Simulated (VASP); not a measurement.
# Al2O3 (R-3c) in VASP: notebook

The runs below take Al2O3 through single point, with r2SCAN.

Everything below comes from runs of VASP 6.6.1. Logs are shortened: lines on timing, memory, paths and dates and some standing lists are left out, and cuts for length are marked.

## Step 1: The cell of the first run

The structure is trigonal, space group R-3c (No. 167). The conventional cell has a = 4.757 Å, b = 4.757 Å, c = 12.995 Å, α = 90.00°, β = 90.00°, γ = 120.00°. Al (site symmetry 3) has 6 O at 1.85 to 1.97 Å within 2.5 Å. Within 2.5 Å of O (site symmetry 2) lie 4 Al at 1.85 to 1.97 Å.

## Step 2: Single point, r2SCAN

POSCAR

```
Al2O3
1.0
    2.3785548283      1.3732592704      4.3317543561
   -2.3785548283      1.3732592704      4.3317543561
    0.0000000000     -2.7465185408      4.3317543561
Al O
4 6
Direct
    0.1479846902      0.1479846902      0.1479846902
    0.3520153098      0.3520153098      0.3520153098
    0.6479846902      0.6479846902      0.6479846902
    0.8520153098      0.8520153098      0.8520153098
    0.9436449759      0.5563550241      0.2500000000
    0.4436449759      0.7500000000      0.0563550241
    0.5563550241      0.2500000000      0.9436449759
    0.2500000000      0.9436449759      0.5563550241
    0.7500000000      0.0563550241      0.4436449759
    0.0563550241      0.4436449759      0.7500000000
```

INCAR.step1

```
PREC = Accurate
ENCUT = 520
ISMEAR = 0
SIGMA = 0.1
LREAL = False
LASPH = True
NELM = 60
NBANDS = 35
GGA = PE
ALGO = Normal
EDIFF = 1E-4
LWAVE = True
LCHARG = False
```

INCAR.step2

```
PREC = Accurate
ENCUT = 520
EDIFF = 1E-7
ISMEAR = 0
SIGMA = 0.1
LREAL = False
LASPH = True
NELM = 60
ALGO = Normal
ISIF = 2
LWAVE = False
LCHARG = False
METAGGA = R2SCAN
LMIXTAU = True
NBANDS = 35
ISTART = 1
```

KPOINTS

```
regular mesh
0
Gamma
  6 6 6
```

Potentials or basis: VASP PAW PBE potentials, release 64 (Al, O).

Launch:

```console
$ cat potpaw_PBE.64/Al/POTCAR potpaw_PBE.64/O/POTCAR > POTCAR
$ cp INCAR.step1 INCAR
$ mpirun -np 1 vasp_std > vasp.out
$ cp INCAR.step2 INCAR
$ mpirun -np 1 vasp_std > vasp.out
```

OUTCAR:

```text
PREC = Accurate
   ENCUT = 520
   EDIFF = 1E-7
   ISMEAR = 0
   LREAL = False
   LASPH = True
   NELM = 60
   ISIF = 2
   METAGGA = R2SCAN
   ISTART = 1

 ion  position               nearest neighbor table
   1  0.148  0.148  0.148-   9 1.85  10 1.85   6 1.85   7 1.97   8 1.97   5 1.97   2 2.65   4 2.79
                             4 2.79   4 2.79   2 3.22   2 3.22   2 3.22
   2  0.352  0.352  0.352-   6 1.85  10 1.85   9 1.85   7 1.97   8 1.97   5 1.97   1 2.65   3 2.79
                             3 2.79   3 2.79   1 3.22   1 3.22   1 3.22
   3  0.648  0.648  0.648-   7 1.85   5 1.85   8 1.85   6 1.97   9 1.97  10 1.97   4 2.65   2 2.79
                             2 2.79   2 2.79   4 3.22   4 3.22   4 3.22
   4  0.852  0.852  0.852-   8 1.85   5 1.85   7 1.85   6 1.97   9 1.97  10 1.97   3 2.65   1 2.79
                             1 2.79   1 2.79   3 3.22   3 3.22   3 3.22
   5  0.944  0.556  0.250-   3 1.85   4 1.85   1 1.97   2 1.97
   6  0.444  0.750  0.056-   2 1.85   1 1.85   3 1.97   4 1.97
   7  0.556  0.250  0.944-   3 1.85   4 1.85   1 1.97   2 1.97
   8  0.250  0.944  0.556-   4 1.85   3 1.85   1 1.97   2 1.97
   9  0.750  0.056  0.444-   1 1.85   2 1.85   3 1.97   4 1.97
  10  0.056  0.444  0.750-   1 1.85   2 1.85   3 1.97   4 1.97

  LATTYP: Found a trigonal (rhomboedric) cell.
 ALAT       =     5.1290798294
 COS(alpha) =     0.5698921071

  Lattice vectors:

 A1 = (   2.3785548283,   1.3732592704,   4.3317543561)
 A2 = (  -2.3785548283,   1.3732592704,   4.3317543561)
 A3 = (   0.0000000000,  -2.7465185408,   4.3317543561)

Analysis of symmetry for initial positions (statically):
=====================================================================
 Subroutine PRICEL returns:
 Original cell was already a primitive cell.

 Routine SETGRP: Setting up the symmetry group for a
 trigonal (rhombohedral) supercell.

 Subroutine GETGRP returns: Found 12 space group operations
 (whereof  6 operations were pure point group operations)
 out of a pool of 12 trial point group operations.

The static configuration has the point symmetry S_6 .
 The point group associated with its full space group is D_3d.

Analysis of symmetry for dynamics (positions and initial velocities):
=====================================================================
 Subroutine PRICEL returns:
 Original cell was already a primitive cell.

 Routine SETGRP: Setting up the symmetry group for a
 trigonal (rhombohedral) supercell.

 Subroutine GETGRP returns: Found 12 space group operations
 (whereof  6 operations were pure point group operations)
[... 124 lines left out ...]
   NFREE  =      0    steps in history (QN), initial steepest desc. (CG)
   ISIF   =      2    stress and relaxation
   ISYM   =      2    0-nonsym 1-usesym 2-fastsym
   POTIM  = 0.5000    time-step for ionic-motion
   TEBEG  =    0.0;   TEEND  =   0.0 temperature during run
   PSTRESS=    0.0 pullay stress
   NELECT =      48.0000    total number of electrons
   NUPDOWN=      -1.0000    fix difference up-down
   EMIN   =  10.00;   EMAX   =-10.00  energy-range for DOS
   EFERMI =   0.00;   METHOD = LEGACY
   ISMEAR =     0;   SIGMA  =   0.10  broadening in eV -4-tet -1-fermi 0-gaus
   EFERMI_NEDOS =   21; number of points for ismear=-14 and -15
   IALGO  =     38    algorithm
   IMIX   =      4    mixing-type and parameters
     AMIX     =   0.40;   BMIX     =  1.00
     AMIX_MAG =   1.60;   BMIX_MAG =  1.00
  volume/ion in A,a.u.               =       8.49        57.29
  Fermi-wavevector in a.u.,A,eV,Ry     =   1.353718  2.558157 24.933402  1.832553
  Thomas-Fermi vector in A             =   2.480950
   LORBIT       =      0    0 simple, 1 ext, 2 COOP (PROOUT), +10 PAW based schemes
   METAGGA = R2SCAN    functional components
   LHFCALC =     F    Hartree Fock is set to
   AEXX    =    0.0000 exact exchange contribution
   IVDW    =     0    specifies the selected vdW correction
   LEPSILON=     F    determine dielectric tensor
   LRPA    =     F    only Hartree local field effects (RPA)
 non-spin polarized calculation
 Gauss-broadening in eV      SIGMA  =   0.10
  energy-cutoff  :      520.00
  volume of cell :       84.89
 maximum number of plane-waves:      2304
 NGX is ok and might be reduce to    40

 number of electron      48.0000013 magnetization

 Free energy of the ion-electron system (eV)
  ---------------------------------------------------
  ext. energy  EPLUGINS =         0.00000000
  ---------------------------------------------------
  free energy    TOTEN  =       -96.26944967 eV

  energy without entropy =      -96.26944967  energy(sigma->0) =      -96.26944967

 E-fermi :   6.2170     XC(G=0): -12.2348

 val. band max:        5.7470140082   @ k =   0.0000   0.0000   0.0000
 cond. band min:      12.9119511326   @ k =   0.0000   0.0000   0.0000
 fundamental gap:      7.1649371245
 Fermi energy:         6.2169507940

 k-point     1 :       0.0000    0.0000    0.0000
  band No.  band energies     occupation
      1     -14.4612      2.00000
      2     -12.1685      2.00000
      3     -11.8906      2.00000
      4     -11.8906      2.00000
      5     -11.5821      2.00000
      6     -11.5821      2.00000
[... 901 lines left out ...]
     34      20.2704      0.00000
     35      20.4715      0.00000

 [... further k-points ...]
[... 5 lines left out ...]
  --------------------------------------------------------------------------------------
  -------------------------------------------------------------------------------------
  Total       -0.0933849     -0.0933849     -0.2942513      0.0000000     -0.0000000      0.0000000
  in kB       -1.7624081     -1.7624081     -5.5532632      0.0000000     -0.0000000      0.0000000
  external PRESSURE =      -3.0260264 kB  Pullay stress =       0.0000000 kB

 VOLUME and BASIS-vectors are now :
 -----------------------------------------------------------------------------
  energy-cutoff  :      520.00
  volume of cell :       84.89
      direct lattice vectors                 reciprocal lattice vectors
     2.378554828  1.373259270  4.331754356     0.210211677  0.121365768  0.076951116
    -2.378554828  1.373259270  4.331754356    -0.210211677  0.121365768  0.076951116
     0.000000000 -2.746518541  4.331754356     0.000000000 -0.242731537  0.076951116

 POSITION                                       TOTAL-FORCE (eV/Angst)
 -----------------------------------------------------------------------------------
      0.00000      0.00000      1.92310        -0.000000      0.000000      0.046497
      0.00000      0.00000      4.57453        -0.000000      0.000000     -0.046497
      0.00000      0.00000      8.42073        -0.000000      0.000000      0.046497
      0.00000      0.00000     11.07216        -0.000000      0.000000     -0.046497
      0.92119      1.37326      7.58057         0.012672      0.000000     -0.000000
     -0.72868      1.48440      5.41469         0.006336      0.010975     -0.000000
      0.72868     -1.48440      7.58057        -0.006336     -0.010975     -0.000000
     -1.64987      0.11114      7.58057        -0.006336      0.010975     -0.000000
      1.64987     -0.11114      5.41469         0.006336     -0.010975     -0.000000
     -0.92119     -1.37326      5.41469        -0.012672      0.000000      0.000000
 -----------------------------------------------------------------------------------
    total drift:                                0.000000     -0.000000     -0.000000

  FREE ENERGIE OF THE ION-ELECTRON SYSTEM (eV)
  ---------------------------------------------------
  free  energy   TOTEN  =       -96.2694496672 eV

  energy  without entropy=      -96.2694496672  energy(sigma->0) =      -96.26944967
```

Wall time 3.8 min (1 thread of Intel Xeon 6975P-C (Granite Rapids), shared host); peak memory 0.28 GiB.

What came out:

```yaml
Free_energy: -96.2694 eV
Pressure: -0.3 GPa
Largest_force: 0.046 eV/Å
Band_gap_on_the_k_mesh: 7.17 eV, direct
```

Forces in eV/Å, atoms in the order of the input:
```
Al   0.000  0.000  0.046
Al   0.000  0.000 -0.046
Al   0.000  0.000  0.046
Al   0.000  0.000 -0.046
O    0.013  0.000  0.000
O    0.006  0.011  0.000
O   -0.006 -0.011  0.000
O   -0.006  0.011  0.000
O    0.006 -0.011  0.000
O   -0.013  0.000  0.000
```

Caveat: the PAW data sets were made with another functional, which shifts forces and pressure a little.

## Step 3: Single point, r2SCAN

POSCAR

```
Al2O3
1.0
    2.3795116536      1.3738116938      4.3317380969
   -2.3795116536      1.3738116938      4.3317380969
    0.0000000000     -2.7476233875      4.3317380969
Al O
4 6
Direct
    0.6480581136      0.6480581136      0.6480581136
    0.8519418864      0.8519418864      0.8519418864
    0.1480581136      0.1480581136      0.1480581136
    0.3519418864      0.3519418864      0.3519418864
    0.4435962356      0.0564037644      0.7500000000
    0.9435962356      0.2500000000      0.5564037644
    0.0564037644      0.7500000000      0.4435962356
    0.7500000000      0.4435962356      0.0564037644
    0.2500000000      0.5564037644      0.9435962356
    0.5564037644      0.9435962356      0.2500000000
```

INCAR.step1

```
ALGO     = Normal         # electronic algorithm
EDIFF    = 1E-4           # SCF threshold, eV
ENCUT    = 520            # plane-wave cutoff, eV
GGA      = PE             # functional
ISMEAR   = 0              # smearing method
LASPH    = T              # aspherical terms in the spheres
LCHARG   = F              # write CHGCAR
LREAL    = F              # projectors in reciprocal space
LWAVE    = T              # write WAVECAR
NBANDS   = 35             # bands
NELM     = 60             # most SCF steps
PREC     = Accurate       # precision mode
SIGMA    = 0.02           # smearing width, eV
```

INCAR.step2

```
ALGO     = Normal         # electronic algorithm
EDIFF    = 1E-6           # SCF threshold, eV
ENCUT    = 520            # plane-wave cutoff, eV
ISIF     = 2              # what is computed and relaxed
ISMEAR   = 0              # smearing method
ISTART   = 1            
LASPH    = T              # aspherical terms in the spheres
LCHARG   = F              # write CHGCAR
LMIXTAU  = T            
LREAL    = F              # projectors in reciprocal space
LWAVE    = F              # write WAVECAR
METAGGA  = R2SCAN         # meta-GGA
NBANDS   = 35             # bands
NELM     = 60             # most SCF steps
PREC     = Accurate       # precision mode
SIGMA    = 0.02           # smearing width, eV
```

KPOINTS

```
k-points
0
Gamma
  6 6 6
```

Potentials or basis: VASP PAW PBE potentials, release 64 (Al, O).

Launch:

```console
$ cat potpaw_PBE.64/Al/POTCAR potpaw_PBE.64/O/POTCAR > POTCAR
$ cp INCAR.step1 INCAR
$ mpirun -np 1 vasp_std > vasp.out
$ cp INCAR.step2 INCAR
$ mpirun -np 1 vasp_std > vasp.out
```

Run time: 3.1 min. Hardware: 1 thread of Intel Xeon 6975P-C (Granite Rapids), shared host; peak memory 0.28 GiB.

Results (log left out):

```yaml
Free_energy: -96.2695 eV
Pressure: -0.5 GPa
Largest_force: 0.026 eV/Å
Band_gap_on_the_k_mesh: 7.15 eV, direct
```

Forces in eV/Å, atoms in the order of the input:
```
Al   0.000  0.000  0.026
Al   0.000  0.000 -0.026
Al   0.000  0.000  0.026
Al   0.000  0.000 -0.026
O    0.018  0.000  0.000
O    0.009  0.016  0.000
O   -0.009 -0.016  0.000
O   -0.009  0.016  0.000
O    0.009 -0.016  0.000
O   -0.018  0.000  0.000
```

Stress tensor (GPa, compression positive):
```
-0.48  0.00  0.00
 0.00 -0.48  0.00
 0.00  0.00 -0.58
```

Levels at points of the mesh, in eV from the valence-band top:
```tsv
k point	band 21	band 22	band 23	band 24	band 25	band 26	band 27	band 28
(0.00, 0.00, 0.00)	-0.52	-0.05	-0.05	0.00	7.15	10.12	11.95	12.59
(0.50, 0.00, 0.00)	-0.93	-0.93	-0.29	-0.29	10.43	10.43	10.71	10.71
(0.50, 0.50, 0.00)	-1.05	-0.92	-0.78	-0.27	10.58	10.78	10.91	11.45
(0.50, 0.50, 0.50)	-0.40	-0.40	-0.40	-0.40	9.63	9.63	12.17	12.17
```

Caveat: the PAW data sets were made with another functional, which shifts forces and pressure a little.

## Step 4: Single point, r2SCAN

This run uses another cell than the first one, of 8.74 Å³/atom, 1.030 times its volume.

POSCAR

```
Al2O3
1.0
    2.4025136104      1.3870918797      4.3720844159
   -2.4025136104      1.3870918797      4.3720844159
    0.0000000000     -2.7741837594      4.3720844159
Al O
4 6
Direct
    0.1479040000      0.1479040000      0.1479040000
    0.3520960000      0.3520960000      0.3520960000
    0.6479040000      0.6479040000      0.6479040000
    0.8520960000      0.8520960000      0.8520960000
    0.9438545000      0.5561455000      0.2500000000
    0.4438545000      0.7500000000      0.0561455000
    0.5561455000      0.2500000000      0.9438545000
    0.2500000000      0.9438545000      0.5561455000
    0.7500000000      0.0561455000      0.4438545000
    0.0561455000      0.4438545000      0.7500000000
```

INCAR.step1

```
  PREC = Accurate
  ENCUT = 520
  ISMEAR = 0
  SIGMA = 0.1
  LREAL = F
  LASPH = T
  NELM = 100
  NBANDS = 35
  GGA = PE
  ALGO = Normal
  EDIFF = 1E-4
  LWAVE = T
  LCHARG = F
```

INCAR.step2

```
  PREC = Accurate
  ENCUT = 520
  EDIFF = 1E-7
  ISMEAR = 0
  SIGMA = 0.1
  LREAL = F
  LASPH = T
  NELM = 100
  ALGO = Normal
  ISIF = 2
  LWAVE = F
  LCHARG = T
  METAGGA = R2SCAN
  LMIXTAU = T
  LELF = T
  LVHAR = T
  NBANDS = 35
  ISTART = 1
```

KPOINTS

```
Automatic mesh
0
Gamma
  6 6 6
```

Potentials or basis: VASP PAW PBE potentials, release 64 (Al, O).

Launch:

```console
$ cat potpaw_PBE.64/Al/POTCAR potpaw_PBE.64/O/POTCAR > POTCAR
$ cp INCAR.step1 INCAR
$ mpirun -np 1 vasp_std > vasp.out
$ cp INCAR.step2 INCAR
$ mpirun -np 1 vasp_std > vasp.out
```

OUTCAR:

```text
PREC = Accurate
   ENCUT = 520
   EDIFF = 1E-7
   ISMEAR = 0
   LREAL = F
   LASPH = T
   NELM = 100
   ISIF = 2
   METAGGA = R2SCAN
   ISTART = 1

 ion  position               nearest neighbor table
   1  0.148  0.148  0.148-   6 1.87  10 1.87   9 1.87   5 1.99   7 1.99   8 1.99   2 2.68   4 2.82
                             4 2.82   4 2.82   2 3.25   2 3.25   2 3.25
   2  0.352  0.352  0.352-   9 1.87  10 1.87   6 1.87   5 1.99   8 1.99   7 1.99   1 2.68   3 2.82
                             3 2.82   3 2.82   1 3.25   1 3.25   1 3.25
   3  0.648  0.648  0.648-   8 1.87   5 1.87   7 1.87  10 1.99   9 1.99   6 1.99   4 2.68   2 2.82
                             2 2.82   2 2.82   4 3.25   4 3.25   4 3.25
[... 1144 lines left out ...]
 -----------------------------------------------------------------------------
  energy-cutoff  :      520.00
  volume of cell :       87.42
      direct lattice vectors                 reciprocal lattice vectors
     2.402513610  1.387091880  4.372084416     0.208115366  0.120155463  0.076241285
    -2.402513610  1.387091880  4.372084416    -0.208115366  0.120155463  0.076241285
     0.000000000 -2.774183759  4.372084416     0.000000000 -0.240310925  0.076241285

 POSITION                                       TOTAL-FORCE (eV/Angst)
 -----------------------------------------------------------------------------------
      0.00000      0.00000      1.93995         0.000000      0.000000      0.037203
      0.00000      0.00000      4.61818         0.000000      0.000000     -0.037203
      0.00000      0.00000      8.49807         0.000000      0.000000      0.037203
      0.00000      0.00000     11.17631         0.000000      0.000000     -0.037203
      0.93148      1.38709      7.65115         0.025075      0.000000     -0.000000
     -0.73552      1.50023      5.46511         0.012537      0.021715      0.000000
      0.73552     -1.50023      7.65115        -0.012537     -0.021715      0.000000
     -1.66699      0.11314      7.65115        -0.012537      0.021715      0.000000
      1.66699     -0.11314      5.46511         0.012537     -0.021715      0.000000
     -0.93148     -1.38709      5.46511        -0.025075      0.000000     -0.000000
 -----------------------------------------------------------------------------------
    total drift:                                0.000000      0.000000     -0.000000

  FREE ENERGIE OF THE ION-ELECTRON SYSTEM (eV)
  ---------------------------------------------------
  free  energy   TOTEN  =       -96.2106575742 eV

  energy  without entropy=      -96.2106575742  energy(sigma->0) =      -96.21065757
```

OUTCAR.step1:

```text
PREC = Accurate
   ENCUT = 520
   ISMEAR = 0
   LREAL = F
[... 1172 lines left out ...]
      0.73552     -1.50023      7.65115         0.003291      0.005700      0.000000
     -1.66699      0.11314      7.65115         0.003291     -0.005700      0.000000
      1.66699     -0.11314      5.46511        -0.003291      0.005700      0.000000
     -0.93148     -1.38709      5.46511         0.006581      0.000000     -0.000000
 -----------------------------------------------------------------------------------
    total drift:                                0.000000      0.000000     -0.000000

  FREE ENERGIE OF THE ION-ELECTRON SYSTEM (eV)
  ---------------------------------------------------
  free  energy   TOTEN  =       -74.8118098980 eV

  energy  without entropy=      -74.8118098980  energy(sigma->0) =      -74.81180990
```

It took 4.4 min on 1 thread of Intel Xeon 6975P-C (Granite Rapids), shared host; peak memory 0.28 GiB.

Results:

```
Free energy            : -96.2107 eV
Pressure               : -7.5 GPa
Largest force          : 0.037 eV/Å
Band gap on the k mesh : 6.78 eV, direct
```

Forces in eV/Å, atoms in the order of the input:
```
Al   0.000  0.000  0.037
Al   0.000  0.000 -0.037
Al   0.000  0.000  0.037
Al   0.000  0.000 -0.037
O    0.025  0.000  0.000
O    0.013  0.022  0.000
O   -0.013 -0.022  0.000
O   -0.013  0.022  0.000
O    0.013 -0.022  0.000
O   -0.025  0.000  0.000
```

Caveat: the PAW data sets were made with another functional, which shifts forces and pressure a little.

## Step 5: The runs side by side

```csv
cell,smearing,gap on the mesh (eV),pressure (GPa),largest force (eV/Å)
"a = 5.129 Å, angles 55.3°, 10 atoms",gaussian 0.1 eV,7.17,-0.3,0.05
"a = 5.130 Å, angles 55.3°, 10 atoms",gaussian 0.02 eV,7.15,-0.5,0.03
"a = 5.178 Å, angles 55.3°, 10 atoms",gaussian 0.1 eV,6.78,-7.5,0.04
```

Some of these runs hold the atoms at other places in the same cell, which the table doesn't show; runs alike in all that it shows share one row.

Alike in all rows: task single point; level r2SCAN; potentials or basis VASP PAW PBE potentials, release 64 (Al, O); no spin polarisation; k mesh 6 × 6 × 6; cutoff (eV) 520.

Caveats: the PAW data sets were made with another functional, which shifts forces and pressure a little.

Total energies depend on the potentials used, so only differences within one code and one set of settings carry meaning.
